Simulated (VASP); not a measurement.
# LiBe4 (Cmmm) in VASP: single point with PBE

Aim: the single point of LiBe4 with PBE.

Everything below comes from runs of VASP 6.6.1. Logs are shortened: lines on timing, memory, paths and dates and some standing lists are left out, and cuts for length are marked.

**1. The cell of the first run**

The structure is orthorhombic, space group Cmmm (No. 65). The conventional cell has a = 6.183 Å, b = 7.778 Å, c = 2.231 Å, α = 90.00°, β = 90.00°, γ = 90.00°. Li (site symmetry mmm) has 2 Li at 2.23 Å and 6 Be at 2.29 to 2.35 Å within 3.0 Å. Be (site symmetry m2m) has 6 Be at 2.20 to 2.23 Å and 1 Li at 2.29 Å within 2.9 Å. Within 2.7 Å of Be (site symmetry 2mm) lie 7 Be at 2.05 to 2.23 Å and 2 Li at 2.35 Å.

The cell was generated, and may not be a known phase.

**2. Single point, PBE**

INCAR

```
SYSTEM = LiBe4
  PREC = Accurate
  ENCUT = 750
  EDIFF = 1E-6
  ISMEAR = 0
  SIGMA = 0.2
  LREAL = .FALSE.
  LASPH = .TRUE.
  NELM = 120
  ALGO = Normal
  ISIF = 2
  LWAVE = .FALSE.
  LCHARG = .TRUE.
  GGA = PE
  LELF = .TRUE.
  LVHAR = .TRUE.
  NBANDS = 14
  GGA_COMPAT = .FALSE.
```

KPOINTS

```
regular mesh
0
G
  4 4 7
  0 0 0
```

POSCAR

```
LiBe4
1.0
    3.0915852269     -3.8888037852      0.0000000000
    3.0915852269      3.8888037852      0.0000000000
    0.0000000000      0.0000000000      2.2308321531
Li Be
1 4
Direct
    0.5000000000      0.5000000000      0.5000000000
    0.7942906270      0.2057093730      0.5000000000
    0.1661004834      0.1661004834      0.0000000000
    0.8338995166      0.8338995166      0.0000000000
    0.2057093730      0.7942906270      0.5000000000
```

Potentials or basis: VASP PAW PBE potentials, release 64 (Li_sv, Be).

The run is started by

```
cat potpaw_PBE.64/Li_sv/POTCAR potpaw_PBE.64/Be/POTCAR > POTCAR
mpirun -np 1 vasp_std > vasp.out
```

OUTCAR:

```text
SYSTEM = LiBe4
   PREC = Accurate
   ENCUT = 750
   EDIFF = 1E-6
   ISMEAR = 0
   LREAL = .FALSE.
   LASPH = .TRUE.
   NELM = 120
   ISIF = 2
   GGA = PE

 ion  position               nearest neighbor table
   1  0.500  0.500  0.500-   2 2.29   5 2.29   4 2.35   3 2.35   3 2.35   4 2.35
   2  0.794  0.206  0.500-   3 2.20   4 2.20   3 2.20   4 2.20   1 2.29
   3  0.166  0.166  0.000-   4 2.05   2 2.20   5 2.20   2 2.20   5 2.20   1 2.35   1 2.35
   4  0.834  0.834  0.000-   3 2.05   2 2.20   5 2.20   2 2.20   5 2.20   1 2.35   1 2.35
   5  0.206  0.794  0.500-   3 2.20   4 2.20   3 2.20   4 2.20   1 2.29

  LATTYP: Found a base centered orthorhombic cell.
 ALAT       =     6.1831704538
 B/A-ratio  =     1.2578672428
 C/A-ratio  =     0.3607909841

  Lattice vectors:

 A1 = (   3.0915852269,  -3.8888037852,   0.0000000000)
 A2 = (   3.0915852269,   3.8888037852,   0.0000000000)
 A3 = (   0.0000000000,   0.0000000000,   2.2308321531)

Analysis of symmetry for initial positions (statically):
=====================================================================
 Subroutine PRICEL returns:
 Original cell was already a primitive cell.

 Routine SETGRP: Setting up the symmetry group for a
 base centered orthorhombic supercell.

 Subroutine GETGRP returns: Found  8 space group operations
 (whereof  8 operations were pure point group operations)
 out of a pool of  8 trial point group operations.

The static configuration has the point symmetry D_2h.

Analysis of symmetry for dynamics (positions and initial velocities):
=====================================================================
 Subroutine PRICEL returns:
 Original cell was already a primitive cell.

 Routine SETGRP: Setting up the symmetry group for a
 base centered orthorhombic supercell.

 Subroutine GETGRP returns: Found  8 space group operations
 (whereof  8 operations were pure point group operations)
 out of a pool of  8 trial point group operations.

The dynamic configuration has the point symmetry D_2h.

 Subroutine INISYM returns: Found  8 space group operations
 (whereof  8 operations are pure point group operations),
 and found     1 'primitive' translations

----------------------------------------------------------------------------------------

                                     Primitive cell

  volume of cell :      53.6407

  direct lattice vectors                    reciprocal lattice vectors
     3.091585227 -3.888803785  0.000000000     0.161729328 -0.128574242  0.000000000
     3.091585227  3.888803785  0.000000000     0.161729328  0.128574242  0.000000000
     0.000000000  0.000000000  2.230832153     0.000000000  0.000000000  0.448263218

  length of vectors
     4.967966797  4.967966797  2.230832153     0.206610046  0.206610046  0.448263218

  position of ions in fractional coordinates (direct lattice)
     0.500000000  0.500000000  0.500000000
     0.794290627  0.205709373  0.500000000
     0.166100483  0.166100483  0.000000000
     0.833899517  0.833899517  0.000000000
     0.205709373  0.794290627  0.500000000

  ion indices of the primitive-cell ions
   primitive index   ion index
                 1           1
                 2           2
                 3           3
                 4           4
                 5           5

----------------------------------------------------------------------------------------

 KPOINTS: regular mesh

Automatic generation of k-mesh.
 Grid dimensions read from file:
 generate k-points for:    4    4    7

 Generating k-lattice:

  Cartesian coordinates                     Fractional coordinates (reciprocal lattice)
     0.040432332 -0.032143561  0.000000000     0.250000000  0.000000000  0.000000000
     0.040432332  0.032143561  0.000000000     0.000000000  0.250000000  0.000000000
     0.000000000  0.000000000  0.064037603     0.000000000  0.000000000  0.142857143

  Length of vectors
     0.051652512  0.051652512  0.064037603

  Shift w.r.t. Gamma in fractional coordinates (k-lattice)
     0.000000000  0.000000000  0.000000000

 Subroutine IBZKPT returns following result:
 ===========================================

 Found     28 irreducible k-points:

 Following reciprocal coordinates:
            Coordinates               Weight
  0.000000  0.000000  0.000000      1.000000
  0.250000  0.000000  0.000000      4.000000
  0.500000  0.000000  0.000000      2.000000
  0.250000  0.250000  0.000000      2.000000
  0.500000  0.250000  0.000000      4.000000
 -0.250000  0.250000  0.000000      2.000000
[... 16 lines left out ...]
  0.250000  0.000000  0.428571      8.000000
  0.500000  0.000000  0.428571      4.000000
 [... further k-points ...]
   k-points           NKPTS =     28   k-points in BZ     NKDIM =     28   number of bands    NBANDS=     14
   number of dos      NEDOS =    301   number of ions     NIONS =      5
   total plane-waves  NPLWV =  46080
   dimension x,y,z NGX =    48 NGY =   48 NGZ =   20
   dimension x,y,z NGXF=    96 NGYF=   96 NGZF=   40
   ions per type =               1   4
   NGX,Y,Z   is equivalent  to a cutoff of  16.06, 16.06, 14.90 a.u.
   NGXF,Y,Z  is equivalent  to a cutoff of  32.13, 32.13, 29.81 a.u.
 SYSTEM =  LiBe4
   PREC   = accura    normal or accurate (medium, high low for compatibility)
   ISTART =      0    job   : 0-new  1-cont  2-samecut
   ICHARG =      2    charge: 1-file 2-atom 10-const
   ISPIN  =      1    spin polarized calculation?
   LNONCOLLINEAR =      F non collinear calculations
   LSORBIT =      F    spin-orbit coupling
   LASPH  =      T    aspherical Exc in radial PAW
   ENCUT  =  750.0 eV  55.12 Ry    7.42 a.u.  11.09 11.09  4.98*2*pi/ulx,y,z
   NELM   =    120;   NELMIN=  2; NELMDL= -5     # of ELM steps
   EDIFF  = 0.1E-05   stopping-criterion for ELM
   LREAL  =      F    real-space projection
   EDIFFG = 0.1E-04   stopping-criterion for IOM
   NSW    =      0    number of steps for IOM
   IBRION =     -1    ionic relax: 0-MD 1-quasi-New 2-CG
   NFREE  =      0    steps in history (QN), initial steepest desc. (CG)
   ISIF   =      2    stress and relaxation
   ISYM   =      2    0-nonsym 1-usesym 2-fastsym
   POTIM  = 0.5000    time-step for ionic-motion
   TEBEG  =    0.0;   TEEND  =   0.0 temperature during run
   PSTRESS=    0.0 pullay stress
   NELECT =      11.0000    total number of electrons
   NUPDOWN=      -1.0000    fix difference up-down
   EMIN   =  10.00;   EMAX   =-10.00  energy-range for DOS
   EFERMI =   0.00;   METHOD = LEGACY
   ISMEAR =     0;   SIGMA  =   0.20  broadening in eV -4-tet -1-fermi 0-gaus
   EFERMI_NEDOS =   21; number of points for ismear=-14 and -15
   IALGO  =     38    algorithm
   IMIX   =      4    mixing-type and parameters
     AMIX     =   0.40;   BMIX     =  1.00
     AMIX_MAG =   1.60;   BMIX_MAG =  1.00
  volume/ion in A,a.u.               =      10.73        72.40
  Fermi-wavevector in a.u.,A,eV,Ry     =   0.965401  1.824343 12.680614  0.931999
  Thomas-Fermi vector in A             =   2.095114
   LORBIT       =      0    0 simple, 1 ext, 2 COOP (PROOUT), +10 PAW based schemes
   GGA     = PE    functional components
   LHFCALC =     F    Hartree Fock is set to
   AEXX    =    0.0000 exact exchange contribution
   IVDW    =     0    specifies the selected vdW correction
   LEPSILON=     F    determine dielectric tensor
   LRPA    =     F    only Hartree local field effects (RPA)
 non-spin polarized calculation
 Gauss-broadening in eV      SIGMA  =   0.20
  energy-cutoff  :      750.00
  volume of cell :       53.64
 maximum number of plane-waves:      2518
 NGX is ok and might be reduce to    48
   NGX = 23   NGY = 23   NGZ =  9

 number of electron      10.9999998 magnetization

 Free energy of the ion-electron system (eV)
  ---------------------------------------------------
  ext. energy  EPLUGINS =         0.00000000
  ---------------------------------------------------
  free energy    TOTEN  =       -14.24208555 eV

  energy without entropy =      -14.21512477  energy(sigma->0) =      -14.22860516

 E-fermi :   3.6147     XC(G=0):  -9.3569

 val. band max:        3.4376175103   @ k =   0.2500   0.0000   0.4286
 cond. band min:       3.6677118091   @ k =   0.2500   0.0000   0.1429
 fundamental gap:      0.2300942988
 Fermi energy:         3.6147071541

 k-point     1 :       0.0000    0.0000    0.0000
  band No.  band energies     occupation
      1     -42.0174      2.00000
      2      -5.1212      2.00000
      3      -0.0863      2.00000
      4       0.0984      2.00000
      5       0.5639      2.00000
      6       0.8037      2.00000
      7       2.1839      2.00000
      8       5.5961      0.00000
      9       7.0276      0.00000
     10      10.8180      0.00000
     11      15.2246      0.00000
     12      15.5564      0.00000
     13      16.2210      0.00000
     14      16.2914      0.00000

 k-point     2 :       0.2500    0.0000    0.0000
  band No.  band energies     occupation
      1     -42.0174      2.00000
      2      -4.9350      2.00000
      3      -1.6062      2.00000
      4       0.1263      2.00000
      5       0.5956      2.00000
      6       1.9382      2.00000
      7       3.1483      1.99903
      8       5.1700      0.00000
      9       7.1570      0.00000
     10      11.3812      0.00000
     11      12.9088      0.00000
     12      14.4523      0.00000
     13      16.1229      0.00000
     14      16.4359      0.00000

 k-point     3 :       0.5000    0.0000    0.0000
  band No.  band energies     occupation
      1     -42.0174      2.00000
      2      -4.6808      2.00000
      3      -2.4371      2.00000
      4       0.1829      2.00000
      5       0.5092      2.00000
      6       2.2390      2.00000
      7       4.2665      0.00000
      8       5.1435      0.00000
      9       7.4529      0.00000
     10      10.6729      0.00000
     11      11.0746      0.00000
     12      15.0294      0.00000
     13      16.3512      0.00000
     14      16.6105      0.00000

 k-point     4 :       0.2500    0.2500    0.0000
  band No.  band energies     occupation
      1     -42.0174      2.00000
      2      -4.7114      2.00000
      3      -1.8439      2.00000
      4      -1.4070      2.00000
      5       2.0971      2.00000
      6       2.3475      2.00000
      7       4.0291      0.00339
      8       4.6514      0.00000
      9       6.8292      0.00000
     10      10.8427      0.00000
     11      13.0425      0.00000
     12      14.4414      0.00000
     13      14.7658      0.00000
     14      16.5900      0.00000

 k-point     5 :       0.5000    0.2500    0.0000
  band No.  band energies     occupation
      1     -42.0174      2.00000
      2      -4.5009      2.00000
      3      -2.4003      2.00000
      4      -1.1912      2.00000
      5       1.0311      2.00000
      6       2.5635      2.00000
      7       5.1562      0.00000
      8       5.6725      0.00000
      9       7.2064      0.00000
     10      10.5997      0.00000
     11      11.9990      0.00000
[... 276 lines left out ...]
 k-point    22 :       0.0000    0.0000    0.4286
  band No.  band energies     occupation
      1     -41.8817      2.00000
      2      -1.1028      2.00000
      3       1.8106      2.00000
      4       2.8120      2.00000
      5       3.7404      0.37424
      6       4.2363      0.00001
      7       6.1305      0.00000
      8       7.2967      0.00000
      9       7.6894      0.00000
     10       9.1550      0.00000
     11       9.8116      0.00000
     12      10.3109      0.00000
     13      10.6976      0.00000
     14      11.6882      0.00000

 k-point    23 :       0.2500    0.0000    0.4286
  band No.  band energies     occupation
      1     -41.8817      2.00000
      2      -0.9419      2.00000
      3       1.6881      2.00000
      4       2.2552      2.00000
      5       3.4376      1.78951
      6       4.8629      0.00000
      7       6.1209      0.00000
      8       7.4695      0.00000
      9       8.1404      0.00000
     10       9.1044      0.00000
     11       9.5626      0.00000
     12      10.0740      0.00000
     13      11.2474      0.00000
     14      11.9626      0.00000

 k-point    24 :       0.5000    0.0000    0.4286
  band No.  band energies     occupation
      1     -41.8817      2.00000
      2      -0.7286      2.00000
      3       1.2736      2.00000
      4       2.0868      2.00000
      5       3.3906      1.88704
      6       5.3879      0.00000
      7       5.5152      0.00000
      8       7.9253      0.00000
      9       8.4265      0.00000
     10       9.4074      0.00000
     11       9.6621      0.00000
     12      10.0094      0.00000
     13      11.5291      0.00000
     14      11.7669      0.00000

 [... further k-points ...]

------------------------ aborting loop because EDIFF is reached ----------------------------------------

  FORCE on cell =-STRESS in cart. coord.  units (eV):
  Direction    XX          YY          ZZ          XY          YZ          ZX
  --------------------------------------------------------------------------------------
  -------------------------------------------------------------------------------------
  Total        0.0945005      0.1262551      0.0904208     -0.0000000      0.0000000      0.0000000
  in kB        2.8226078      3.7710780      2.7007534     -0.0000000      0.0000000      0.0000000
  external PRESSURE =       3.0981464 kB  Pullay stress =       0.0000000 kB

 VOLUME and BASIS-vectors are now :
 -----------------------------------------------------------------------------
  energy-cutoff  :      750.00
  volume of cell :       53.64
      direct lattice vectors                 reciprocal lattice vectors
     3.091585227 -3.888803785  0.000000000     0.161729328 -0.128574242  0.000000000
     3.091585227  3.888803785  0.000000000     0.161729328  0.128574242  0.000000000
     0.000000000  0.000000000  2.230832153     0.000000000  0.000000000  0.448263218

 POSITION                                       TOTAL-FORCE (eV/Angst)
 -----------------------------------------------------------------------------------
      3.09159      0.00000      1.11542         0.000000      0.000000      0.000000
      3.09159     -2.28888      1.11542         0.000000     -0.010400      0.000000
      1.02703      0.00000      0.00000         0.025395      0.000000      0.000000
      5.15614      0.00000      0.00000        -0.025395      0.000000     -0.000000
      3.09159      2.28888      1.11542         0.000000      0.010400     -0.000000
 -----------------------------------------------------------------------------------
    total drift:                               -0.000000     -0.000000     -0.000000

  FREE ENERGIE OF THE ION-ELECTRON SYSTEM (eV)
  ---------------------------------------------------
  free  energy   TOTEN  =       -14.2420855494 eV

  energy  without entropy=      -14.2151247748  energy(sigma->0) =      -14.22860516
```

It took 41 s on 1 thread of Intel Xeon 8259CL, shared host; peak memory 0.21 GiB.

What came out:

| Property | Result |
| --- | --- |
| Free energy | -14.2421 eV |
| Pressure | 0.3 GPa |
| Largest force | 0.025 eV/Å |
| Band gap on the k mesh | zero (an odd number of electrons rules out a gap without spin polarisation) |

Forces in eV/Å, atoms in the order of the input:
```
Li   0.000  0.000  0.000
Be   0.000 -0.010  0.000
Be   0.025  0.000  0.000
Be  -0.025  0.000  0.000
Be   0.000  0.010  0.000
```

Stress tensor (GPa, compression positive):
```
0.28 0.00 0.00
0.00 0.38 0.00
0.00 0.00 0.27
```

Caveat: the k points lie up to 0.40 Å⁻¹ apart, too coarse for converged energies and pressures of a metal.

The gap in the log of VASP goes by the Fermi energy; the results here count the filled bands.